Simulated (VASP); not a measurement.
## MgS: single point with r2SCAN

Crystal: MgS.

```
Mg S
1.0
     0.00000    2.78586    2.83087
     2.78586    0.00000    2.83087
     2.78586    2.78586    0.00000
Mg S
1 1
Direct
  0.00000 0.00000 0.00000
  0.75000 0.75000 0.75000
```

This cell differs from its parent crystal: biaxial xy strain -1.6%.

```
Program                : VASP 6.6.1
Task                   : single point
Functional             : r2SCAN
Potentials or basis    : VASP PAW PBE potentials, release 64 (Mg, S)
Cutoff                 : 520 eV
k mesh                 : 8 × 8 × 8
Occupations            : gaussian, width 0.01 eV
Spin                   : no spin polarisation
Dipole correction      : no
Further INCAR settings : ALGO = Normal; EDIFF = 1e-07; NBANDS = 11
```

| Quantity | Value |
| --- | --- |
| Pressure | 1.8 GPa |
| Band gap on the k mesh | 4.27 eV (least direct gap 4.29 eV) |

Stress tensor (GPa, compression positive):
```
1.89 0.00 0.00
0.00 1.89 0.00
0.00 0.00 1.52
```

Levels at points of the mesh, in eV from the valence-band top:
```tsv
k point	band 1	band 2	band 3	band 4	band 5	band 6	band 7	band 8	band 9
(0.00, 0.00, 0.00)	-11.87	-0.05	0.00	0.00	4.29	8.65	8.67	8.67	11.36
(0.50, 0.00, 0.00)	-11.12	-3.28	-0.40	-0.31	5.89	8.17	8.32	9.42	13.91
(0.50, 0.50, 0.00)	-10.90	-2.98	-1.05	-1.05	4.31	6.37	12.32	13.58	13.58
(0.50, 0.00, 0.50)	-10.87	-2.90	-1.13	-1.13	4.27	6.25	12.52	13.32	13.69
```

Run time: 97 s on 1 thread of Intel(R) Xeon(R) Platinum 8488C (Sapphire Rapids), with other jobs on the host, peak memory 0.18 GiB.

Caveat: the cell differs from its parent crystal (biaxial xy strain -1.6%); the PAW data sets were made with another functional, which shifts forces and pressure a little. A k mesh can miss the band edges.
